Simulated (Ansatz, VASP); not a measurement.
Two plane-wave programs on SrTiO3

Contents of INCAR:

```
ALGO = Normal
EDIFF = 1E-6
ENCUT = 520
GGA = PS
ISIF = 2
ISMEAR = 0
LASPH = True
LCHARG = False
LREAL = False
LWAVE = False
NBANDS = 28
NELM = 60
PREC = Accurate
SIGMA = 0.05
```

Contents of KPOINTS:

```
k-points
0
Gamma
  6 6 6
```

The input POSCAR:

```
SrTiO3
1.0
    3.9052800000      0.0000000000      0.0000000000
    0.0000000000      3.9052800000      0.0000000000
    0.0000000000      0.0000000000      3.9052800000
Sr Ti O
1 1 3
Direct
    0.5000000000      0.5000000000      0.5000000000
    0.0000000000      0.0000000000      0.0000000000
    0.5000000000      0.0000000000      0.0000000000
    0.0000000000      0.5000000000      0.0000000000
    0.0000000000      0.0000000000      0.5000000000
```

Input for Ansatz:

```yaml
crystal:
  lattice:
    - [3.90528, 0.0, 0.0]
    - [0.0, 3.90528, 0.0]
    - [0.0, 0.0, 3.90528]
  atoms:
    - { symbol: Sr, position: [0.5, 0.5, 0.5] }
    - { symbol: Ti, position: [0.0, 0.0, 0.0] }
    - { symbol: O, position: [0.5, 0.0, 0.0] }
    - { symbol: O, position: [0.0, 0.5, 0.0] }
    - { symbol: O, position: [0.0, 0.0, 0.5] }
basis:
  ecutwfc: 420
  ecutrho_ratio: 4
kpoints:
  mp_grid: { grid: [6, 6, 6] }
hamiltonian:
  xc: pbesol
scf:
  occupations: { method: gaussian, width: 0.05 }
output:
  forces: true
  stress: true
  eigenvalues: true
```

Alike in both runs: task single point; functional PBEsol; k mesh 6 × 6 × 6; occupations gaussian, width 0.05 eV; no spin polarisation.

```csv
,VASP,Ansatz
version,VASP 6.6.1,Ansatz 0.2.0
potentials or method,"VASP PAW PBE potentials, release 64 (Sr_sv, Ti_sv, O), cutoff 520 eV","scalar-relativistic, plane waves, PAW"
valence electrons in the cell,40,40
```

VASP gave:

| Quantity | Value |
| --- | --- |
| gap on the k mesh at the Fermi level (eV) | 1.80 |
| least direct gap on the mesh (eV) | 2.16 |
| pressure (GPa) | -1.3 |

**Question.** Which values does Ansatz return?

**Answer.** gap on the k mesh at the Fermi level (eV): 1.83; least direct gap on the mesh (eV): 2.18; pressure (GPa): -2.0.

VASP's potentials were made for PBE, not for PBEsol. The functional is the same, so the differences come from potentials, cutoffs and numerics.
